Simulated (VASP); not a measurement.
The system is Se.

```xyz
1
Lattice="2.3913 0.0000 0.0000 -0.7080 2.2840 0.0000 -0.7080 -0.9607 2.0722" Properties=species:S:1:pos:R:3 pbc="T T T"
Se    0.0000    0.0000    0.0000
```

Base run:

```yaml
Program: VASP 6.6.1
Functional: PBEsol
Potentials_or_basis: VASP PAW PBE potentials, release 64 (Se)
Cutoff: 520 eV
k_mesh: 12 × 12 × 12
Occupations: fermi-dirac, width 0.1 eV
Spin: no spin polarisation
```

Its results: band gap on the k mesh zero (band 3 reaches 22.52 eV, above the bottom of band 4 at 6.89 eV); pressure 152.6 GPa.

Problem. The run is repeated on the same cell with these changes: functional from PBEsol to revPBE. What comes out?

Solution. Band gap on the k mesh zero (band 3 reaches 22.76 eV, above the bottom of band 4 at 7.09 eV); pressure 163.4 GPa.

revPBE binds less tightly than PBEsol, so the same cell stands under more pressure.

Caveats: the PAW data sets were made with another functional, which shifts forces and pressure a little.
